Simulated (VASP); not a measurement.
# Al2Pt (P1) in VASP: single point with r2SCAN

Aim: the single point of Al2Pt with r2SCAN.

Program: VASP 6.6.1. These are calculated values, not measurements. Logs are shortened: lines on timing, memory, paths and dates and some standing lists are left out, and cuts for length are marked.

### Step 1. The cell of the first run

The typed cell holds 12 atoms: a = 7.280 Å, b = 7.298 Å, c = 4.204 Å, α = 90.05°, β = 73.21°, γ = 99.70°.

### Step 2. Single point, r2SCAN

File POSCAR:

```
Al2Pt
1.0
   -2.9735510000      5.9470060000      2.9640070000
    2.9796930000     -2.9844560000      5.9560630000
    2.9715050000      2.9732380000     -0.0015150000
Pt Al
4 8
Direct
    0.9940570000      0.0063670000      0.0222120000
    0.0077190000      0.4972850000      0.4618810000
    0.4996120000      0.7757590000      0.7685670000
    0.5108100000      0.2435490000      0.2365880000
    0.1340870000      0.1937260000      0.4678670000
    0.1092550000      0.7018080000      0.9149210000
    0.6459070000      0.9288880000      0.1877370000
    0.6378760000      0.4288000000      0.6908620000
    0.3812650000      0.5651510000      0.3038090000
    0.3861720000      0.0486690000      0.7922470000
    0.8614510000      0.3148690000      0.0791910000
    0.8817150000      0.8207160000      0.5621150000
```

File INCAR.step1:

```
SYSTEM = Al2Pt
PREC = Accurate
ENCUT = 520
ISMEAR = 1
SIGMA = 0.075
LREAL = .FALSE.
LASPH = .TRUE.
NELM = 80
NBANDS = 44
GGA = PE
ALGO = Normal
EDIFF = 1E-4
LWAVE = .TRUE.
LCHARG = .FALSE.
```

File INCAR.step2:

```
SYSTEM = Al2Pt
PREC = Accurate
ENCUT = 520
EDIFF = 1E-6
ISMEAR = 1
SIGMA = 0.075
LREAL = .FALSE.
LASPH = .TRUE.
NELM = 80
ALGO = Normal
ISIF = 2
LWAVE = .FALSE.
LCHARG = .FALSE.
METAGGA = R2SCAN
LMIXTAU = .TRUE.
NBANDS = 44
ISTART = 1
```

File KPOINTS:

```
Automatic mesh
0
Gamma
  3 3 5
  0.5 0.5 0
```

Potentials or basis: VASP PAW PBE potentials, release 64 (Pt, Al).

The run is started by

```bash
cat potpaw_PBE.64/Pt/POTCAR potpaw_PBE.64/Al/POTCAR > POTCAR
cp INCAR.step1 INCAR
mpirun -np 1 vasp_std > vasp.out
cp INCAR.step2 INCAR
mpirun -np 1 vasp_std > vasp.out
```

OUTCAR:

```text
SYSTEM = Al2Pt
   PREC = Accurate
   ENCUT = 520
   EDIFF = 1E-6
   ISMEAR = 1
   LREAL = .FALSE.
   LASPH = .TRUE.
   NELM = 80
   ISIF = 2
   METAGGA = R2SCAN
   ISTART = 1

 ion  position               nearest neighbor table
   1  0.994  0.006  0.022-   7 2.39  12 2.49   6 2.50   5 2.55  11 2.58  12 2.60   5 2.65  10 2.70

   2  0.008  0.497  0.462-  11 2.45   5 2.54   8 2.54   9 2.57   6 2.59   6 2.61  12 2.66  11 2.75

   3  0.500  0.776  0.769-  10 2.27   7 2.48   7 2.54   9 2.57  12 2.63   6 2.69   9 2.73   8 2.86

   4  0.511  0.244  0.237-  11 2.41   8 2.51  10 2.58   5 2.59  10 2.62   8 2.63   7 2.63   9 2.66

   5  0.134  0.194  0.468-   2 2.54   1 2.55   4 2.59   1 2.65  10 2.91   9 2.95  12 2.97  11 2.99
                            11 3.14  10 3.19
   6  0.109  0.702  0.915-   1 2.50   2 2.59   2 2.61   3 2.69  12 2.76  10 2.90  12 2.96   9 3.04
                            11 3.04   9 3.18
   7  0.646  0.929  0.188-   1 2.39   3 2.48   3 2.54   4 2.63  12 2.84  12 2.89  10 2.93  11 2.95
                             9 2.95  10 3.08
   8  0.638  0.429  0.691-   4 2.51   2 2.54   4 2.63  11 2.83  11 2.83   3 2.86   9 2.99  10 3.01
                            12 3.06   9 3.08
   9  0.381  0.565  0.304-   2 2.57   3 2.57   4 2.66   3 2.73   5 2.95   7 2.95   8 2.99   6 3.04
                             8 3.08   6 3.18
  10  0.386  0.049  0.792-   3 2.27   4 2.58   4 2.62   1 2.70   6 2.90   5 2.91   7 2.93   8 3.01
                             7 3.08   5 3.19
  11  0.861  0.315  0.079-   4 2.41   2 2.45   1 2.58   2 2.75   8 2.83   8 2.83   7 2.95   5 2.99
                             6 3.04   5 3.14
  12  0.882  0.821  0.562-   1 2.49   1 2.60   3 2.63   2 2.66   6 2.76   7 2.84   7 2.89   6 2.96
                             5 2.97   8 3.06

  LATTYP: Found a triclinic cell.
 ALAT       =     7.2797131406
 B/A-ratio  =     0.5774360140
 C/A-ratio  =     1.0025066700
 COS(alpha) =     0.0009240908
 COS(beta)  =     0.1685588098
 COS(gamma) =     0.2889290428

  Lattice vectors:

 A1 = (  -2.9735510000,   5.9470060000,   2.9640070000)
 A2 = (   2.9715050000,   2.9732380000,  -0.0015150000)
 A3 = (  -2.9796930000,   2.9844560000,  -5.9560630000)

Analysis of symmetry for initial positions (statically):
=====================================================================
 Subroutine PRICEL returns:
 Original cell was already a primitive cell.

 Routine SETGRP: Setting up the symmetry group for a
 triclinic supercell.

 Subroutine GETGRP returns: Found  1 space group operations
 (whereof  1 operations were pure point group operations)
 out of a pool of  2 trial point group operations.

The static configuration has the point symmetry C_1 .

Analysis of symmetry for dynamics (positions and initial velocities):
=====================================================================
 Subroutine PRICEL returns:
 Original cell was already a primitive cell.

 Routine SETGRP: Setting up the symmetry group for a
 triclinic supercell.

 Subroutine GETGRP returns: Found  1 space group operations
 (whereof  1 operations were pure point group operations)
 out of a pool of  2 trial point group operations.

The dynamic configuration has the point symmetry C_1 .

 Subroutine INISYM returns: Found  1 space group operations
 (whereof  1 operations are pure point group operations),
 and found     1 'primitive' translations

----------------------------------------------------------------------------------------

                                     Primitive cell

  volume of cell :     210.4692

  direct lattice vectors                    reciprocal lattice vectors
    -2.973551000  5.947006000  2.964007000    -0.084118099  0.084111988  0.084229236
     2.979693000 -2.984456000  5.956063000     0.041914479 -0.041825861  0.125969165
     2.971505000  2.973238000 -0.001515000     0.210323814  0.126111015 -0.042029042

  length of vectors
     7.279713141  7.297960979  4.203568539     0.145757488  0.139192157  0.248810239

  position of ions in fractional coordinates (direct lattice)
     0.994057000  0.006367000  0.022212000
     0.007719000  0.497285000  0.461881000
     0.499612000  0.775759000  0.768567000
     0.510810000  0.243549000  0.236588000
     0.134087000  0.193726000  0.467867000
     0.109255000  0.701808000  0.914921000
     0.645907000  0.928888000  0.187737000
     0.637876000  0.428800000  0.690862000
     0.381265000  0.565151000  0.303809000
     0.386172000  0.048669000  0.792247000
     0.861451000  0.314869000  0.079191000
     0.881715000  0.820716000  0.562115000

  ion indices of the primitive-cell ions
   primitive index   ion index
                 1           1
                 2           2
                 3           3
                 4           4
                 5           5
                 6           6
                 7           7
                 8           8
                 9           9
                10          10
                11          11
                12          12

----------------------------------------------------------------------------------------

 KPOINTS: Automatic mesh

Automatic generation of k-mesh.
 Grid dimensions read from file:
 generate k-points for:    3    3    5

 Generating k-lattice:

  Cartesian coordinates                     Fractional coordinates (reciprocal lattice)
    -0.028039366  0.028037329  0.028076412     0.333333333  0.000000000 -0.000000000
     0.013971493 -0.013941954  0.041989722    -0.000000000  0.333333333  0.000000000
     0.042064763  0.025222203 -0.008405808     0.000000000  0.000000000  0.200000000

  Length of vectors
     0.048585829  0.046397386  0.049762048

  Shift w.r.t. Gamma in fractional coordinates (k-lattice)
     0.500000000  0.500000000  0.000000000

 Subroutine IBZKPT returns following result:
 ===========================================

 Found     23 irreducible k-points:

 Following reciprocal coordinates:
            Coordinates               Weight
  0.166667  0.166667  0.000000      2.000000
  0.500000  0.166667 -0.000000      2.000000
 -0.166667  0.166667 -0.000000      2.000000
  0.166667  0.500000  0.000000      2.000000
  0.500000  0.500000 -0.000000      1.000000
  0.166667  0.166667  0.200000      2.000000
[... 15 lines left out ...]
  0.500000 -0.166667  0.400000      2.000000
 -0.166667 -0.166667  0.400000      2.000000
   k-points           NKPTS =     23   k-points in BZ     NKDIM =     23   number of bands    NBANDS=     44
   number of dos      NEDOS =    301   number of ions     NIONS =     12
   total plane-waves  NPLWV =  93312
   dimension x,y,z NGX =    54 NGY =   54 NGZ =   32
   dimension x,y,z NGXF=   108 NGYF=  108 NGZF=   64
   ions per type =               4   8
   NGX,Y,Z   is equivalent  to a cutoff of  12.33, 12.30, 12.66 a.u.
   NGXF,Y,Z  is equivalent  to a cutoff of  24.66, 24.60, 25.31 a.u.
 SYSTEM =  Al2Pt
   PREC   = accura    normal or accurate (medium, high low for compatibility)
   ISTART =      1    job   : 0-new  1-cont  2-samecut
   ICHARG =      0    charge: 1-file 2-atom 10-const
   ISPIN  =      1    spin polarized calculation?
   LNONCOLLINEAR =      F non collinear calculations
   LSORBIT =      F    spin-orbit coupling
   LASPH  =      T    aspherical Exc in radial PAW
   ENCUT  =  520.0 eV  38.22 Ry    6.18 a.u.  13.54 13.57  7.82*2*pi/ulx,y,z
   NELM   =     80;   NELMIN=  2; NELMDL=  0     # of ELM steps
   EDIFF  = 0.1E-05   stopping-criterion for ELM
   LREAL  =      F    real-space projection
   EDIFFG = 0.1E-04   stopping-criterion for IOM
   NSW    =      0    number of steps for IOM
   IBRION =     -1    ionic relax: 0-MD 1-quasi-New 2-CG
   NFREE  =      0    steps in history (QN), initial steepest desc. (CG)
   ISIF   =      2    stress and relaxation
   ISYM   =      2    0-nonsym 1-usesym 2-fastsym
   POTIM  = 0.5000    time-step for ionic-motion
   TEBEG  =    0.0;   TEEND  =   0.0 temperature during run
   PSTRESS=    0.0 pullay stress
   NELECT =      64.0000    total number of electrons
   NUPDOWN=      -1.0000    fix difference up-down
   EMIN   =  10.00;   EMAX   =-10.00  energy-range for DOS
   EFERMI =   0.00;   METHOD = LEGACY
   ISMEAR =     1;   SIGMA  =   0.07  broadening in eV -4-tet -1-fermi 0-gaus
   EFERMI_NEDOS =   21; number of points for ismear=-14 and -15
   IALGO  =     38    algorithm
   IMIX   =      4    mixing-type and parameters
     AMIX     =   0.40;   BMIX     =  1.00
     AMIX_MAG =   1.60;   BMIX_MAG =  1.00
  volume/ion in A,a.u.               =      17.54       118.36
  Fermi-wavevector in a.u.,A,eV,Ry     =   1.100877  2.080355 16.489297  1.211929
  Thomas-Fermi vector in A             =   2.237295
   LORBIT       =      0    0 simple, 1 ext, 2 COOP (PROOUT), +10 PAW based schemes
   METAGGA = R2SCAN    functional components
   LHFCALC =     F    Hartree Fock is set to
   AEXX    =    0.0000 exact exchange contribution
   IVDW    =     0    specifies the selected vdW correction
   LEPSILON=     F    determine dielectric tensor
   LRPA    =     F    only Hartree local field effects (RPA)
 non-spin polarized calculation
 Methfessel and Paxton  Order N= 1 SIGMA  =   0.07
  energy-cutoff  :      520.00
  volume of cell :      210.47
 maximum number of plane-waves:      5688
   NGX = 27   NGY = 27   NGZ = 15

 number of electron      63.9999999 magnetization

 Free energy of the ion-electron system (eV)
  ---------------------------------------------------
  ext. energy  EPLUGINS =         0.00000000
  ---------------------------------------------------
  free energy    TOTEN  =      -270.63768721 eV

  energy without entropy =     -270.63875774  energy(sigma->0) =     -270.63804405

 E-fermi :   7.7089     XC(G=0): -11.3628

 val. band max:        7.6655285368   @ k =  -0.1667  -0.1667   0.2000
 cond. band min:       7.7124483989   @ k =   0.5000  -0.1667   0.4000
 fundamental gap:      0.0469198621
 Fermi energy:         7.7089424415

 k-point     1 :       0.1667    0.1667    0.0000
  band No.  band energies     occupation
      1      -2.8445      2.00000
      2      -1.1011      2.00000
      3      -0.9144      2.00000
      4       0.9805      2.00000
      5       1.3072      2.00000
      6       1.4527      2.00000
[... 36 lines left out ...]
     43      13.1979      0.00000
     44      13.2318      0.00000

 k-point     2 :       0.5000    0.1667   -0.0000
  band No.  band energies     occupation
      1      -2.2584      2.00000
      2      -1.9396      2.00000
      3      -0.8771      2.00000
      4       0.4020      2.00000
      5       1.3268      2.00000
      6       1.3791      2.00000
[... 36 lines left out ...]
     43      12.9678      0.00000
     44      13.0864      0.00000

 k-point     3 :      -0.1667    0.1667   -0.0000
  band No.  band energies     occupation
      1      -2.9104      2.00000
      2      -0.7745      2.00000
      3      -0.6548      2.00000
      4      -0.0250      2.00000
      5       1.2902      2.00000
      6       1.3341      2.00000
[... 929 lines left out ...]
     43      13.1671      0.00000
     44      13.3300      0.00000

 k-point    23 :      -0.1667   -0.1667    0.4000
  band No.  band energies     occupation
      1      -1.1065      2.00000
      2      -0.3183      2.00000
      3       0.0306      2.00000
      4       0.2950      2.00000
      5       1.2918      2.00000
      6       1.3787      2.00000
[... 36 lines left out ...]
     43      13.1028      0.00000
     44      13.4465      0.00000

------------------------ aborting loop because EDIFF is reached ----------------------------------------

  FORCE on cell =-STRESS in cart. coord.  units (eV):
  Direction    XX          YY          ZZ          XY          YZ          ZX
  --------------------------------------------------------------------------------------
  -------------------------------------------------------------------------------------
  Total       -1.3549256     -0.8757283     -1.9989141     -0.8528070     -0.6297376     -1.0897544
  in kB      -10.3142448     -6.6664000    -15.2165471     -6.4919136     -4.7938190     -8.2956536
  external PRESSURE =     -10.7323973 kB  Pullay stress =       0.0000000 kB

 VOLUME and BASIS-vectors are now :
 -----------------------------------------------------------------------------
  energy-cutoff  :      520.00
  volume of cell :      210.47
      direct lattice vectors                 reciprocal lattice vectors
    -2.973551000  5.947006000  2.964007000    -0.084118099  0.084111988  0.084229236
     2.979693000 -2.984456000  5.956063000     0.041914479 -0.041825861  0.125969165
     2.971505000  2.973238000 -0.001515000     0.210323814  0.126111015 -0.042029042

 POSITION                                       TOTAL-FORCE (eV/Angst)
 -----------------------------------------------------------------------------------
     -2.87090      5.95870      2.98428        -0.817698      0.482492      0.797112
      2.83129     -0.06494      2.98404         0.958351      0.369799      0.622955
      3.10970      2.94111      6.10016        -1.879593      1.252053     -2.211007
     -0.09020      3.01436      2.96428         0.911670     -0.564190     -0.211832
      1.56880      1.61033      1.55057        -0.354567     -0.401714     -0.099324
      4.48499      1.27550      4.50246        -0.391383      1.044684     -0.329136
      1.40503      1.62717      7.44670         0.796540     -0.750436     -0.283996
      1.43384      4.56781      4.44358         0.179390     -0.638836      0.179180
      1.45304      1.48401      4.49569         0.128945      0.093014      0.055195
      1.35088      4.50686      1.43329         1.514513     -1.161941      1.282407
     -1.38804      4.41880      4.42861        -1.140863      0.289151      0.541823
      1.49398      4.46548      7.50079         0.094697     -0.014076     -0.343377
 -----------------------------------------------------------------------------------
    total drift:                                0.000039      0.001279      0.001218

  FREE ENERGIE OF THE ION-ELECTRON SYSTEM (eV)
  ---------------------------------------------------
  free  energy   TOTEN  =      -270.6376872057 eV

  energy  without entropy=     -270.6387577446  energy(sigma->0) =     -270.63804405
```

Run time: 13 min. Hardware: 1 thread of Intel Xeon 6975P-C (Granite Rapids), shared host; peak memory 0.42 GiB.

What came out:

```yaml
Free_energy: -270.6377 eV
Pressure: -1.1 GPa
Largest_force: 3.161 eV/Å
Band_gap_on_the_k_mesh: zero (band 32 reaches 8.74 eV, above the bottom of band 33 at 6.90 eV)
```

Forces on the atoms (eV/Å):
```
Pt  -0.818  0.482  0.797
Pt   0.958  0.370  0.623
Pt  -1.880  1.252 -2.211
Pt   0.912 -0.564 -0.212
Al  -0.355 -0.402 -0.099
Al  -0.391  1.045 -0.329
Al   0.797 -0.750 -0.284
Al   0.179 -0.639  0.179
Al   0.129  0.093  0.055
Al   1.515 -1.162  1.282
Al  -1.141  0.289  0.542
Al   0.095 -0.014 -0.343
```

Levels at points of the mesh, in eV from the Fermi level:
```csv
k point,band 28,band 29,band 30,band 31,band 32,band 33,band 34,band 35,band 36,band 37
"(0.50, 0.50, 0.00)",-1.74,-0.43,-0.32,-0.21,-0.15,0.22,0.31,2.02,2.29,3.24
```

Caveat: the PAW data sets were made with another functional, which shifts forces and pressure a little; spin-orbit coupling is left out, which moves the levels of the heavy elements.
